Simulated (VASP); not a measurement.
Input of a VASP 6.6.1 run:

INCAR

```
ALGO     = Normal         # electronic algorithm
EDIFF    = 1E-6           # SCF threshold, eV
ENCUT    = 500            # plane-wave cutoff, eV
GGA_COMPAT= False        
ISIF     = 2              # what is computed and relaxed
ISMEAR   = 0              # smearing method
LASPH    = True           # aspherical terms in the spheres
LCHARG   = False          # write CHGCAR
LREAL    = False          # projectors in reciprocal space
LWAVE    = False          # write WAVECAR
NBANDS   = 17             # bands
NELM     = 120            # most SCF steps
PREC     = Accurate       # precision mode
SIGMA    = 0.01           # smearing width, eV
```

File KPOINTS:

```
k-points
0
Gamma
  6 6 6
```

Contents of POSCAR:

```
TlCl
1.0
    3.6938912584      0.0000000000      0.0000000000
    0.0000000000      3.6938912584      0.0000000000
    0.0000000000      0.0000000000      3.6938912584
Tl Cl
1 1
Direct
    0.0000000000      0.0000000000      0.0000000000
    0.5000000000      0.5000000000      0.5000000000
```

Potentials or basis: VASP PAW LDA potentials, release 64 (Tl_d, Cl).

The run is started by

```bash
$ cat potpaw_LDA.64/Tl_d/POTCAR potpaw_LDA.64/Cl/POTCAR > POTCAR
$ mpirun -np 1 vasp_std > vasp.out
```

Task: Estimate the pressure.

Result: 0.0 GPa.

Task: What does it give for the band gap on the k mesh?

Result: 1.54 eV.

Caveat: spin-orbit coupling is left out, which moves the levels of the heavy elements. A k mesh can miss the band edges.
